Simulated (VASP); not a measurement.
Input of a VASP 6.6.1 run:

The input POSCAR:

```
PtSe2
1.0
    3.7300215302      0.0000000000      0.0000000000
   -1.8650107651      3.2302934018      0.0000000000
    0.0000000000      0.0000000000      5.2249557169
Pt Se
1 2
Direct
    0.0000000000      0.0000000000      0.0000000000
    0.3333333333      0.6666666667      0.2479097992
    0.6666666667      0.3333333333      0.7520902008
```

INCAR.step1

```
ALGO     = Normal         # electronic algorithm
EDIFF    = 1E-4           # SCF threshold, eV
ENCUT    = 600            # plane-wave cutoff, eV
GGA      = PE             # functional
ISMEAR   = -1             # smearing method
LASPH    = True           # aspherical terms in the spheres
LCHARG   = False          # write CHGCAR
LREAL    = False          # projectors in reciprocal space
LWAVE    = True           # write WAVECAR
NELM     = 100            # most SCF steps
PREC     = Accurate       # precision mode
SIGMA    = 0.15           # smearing width, eV
```

Contents of INCAR.step2:

```
ALGO     = Normal         # electronic algorithm
EDIFF    = 1E-6           # SCF threshold, eV
EDIFFG   = -0.001         # ionic threshold
ENCUT    = 600            # plane-wave cutoff, eV
IBRION   = 2              # ionic algorithm
ISIF     = 3              # what is computed and relaxed
ISMEAR   = -1             # smearing method
ISTART   = 1            
IVDW     = 12             # dispersion correction
LASPH    = True           # aspherical terms in the spheres
LCHARG   = False          # write CHGCAR
LMIXTAU  = True         
LREAL    = False          # projectors in reciprocal space
LWAVE    = False          # write WAVECAR
METAGGA  = R2SCAN         # meta-GGA
NELM     = 100            # most SCF steps
NSW      = 80             # ionic steps
PREC     = Accurate       # precision mode
SIGMA    = 0.15           # smearing width, eV
VDW_A1   = 0.49484001   
VDW_A2   = 5.73083694   
VDW_S6   = 1.0          
VDW_S8   = 0.78981345
```

Contents of KPOINTS:

```
k-points
0
Gamma
  15 15 8
```

Potentials or basis: VASP PAW PBE potentials, release 64 (Pt, Se).

The run is started by

```bash
$ cat potpaw_PBE.64/Pt/POTCAR potpaw_PBE.64/Se/POTCAR > POTCAR
$ cp INCAR.step1 INCAR
$ mpirun -np 1 vasp_std > vasp.out
$ cp INCAR.step2 INCAR
$ mpirun -np 1 vasp_std > vasp.out
```

(1) Predict the band gap on the k mesh.

(2) What does it give for the relaxed volume?

(3) Estimate the relaxed cell.

(4) Estimate the dispersion energy per atom.

## Answers

(1) zero (bands 11 and 12 overlap by 0.30 eV).

(2) 20.71 Å³/atom.

(3) a = 3.740 Å, b = 3.740 Å, c = 5.127 Å, α = 90.00°, β = 90.00°, γ = 120.00°.

(4) -0.219 eV.

Caveat: the PAW data sets were made with another functional, which shifts forces and pressure a little; spin-orbit coupling is left out, which moves the levels of the heavy elements.
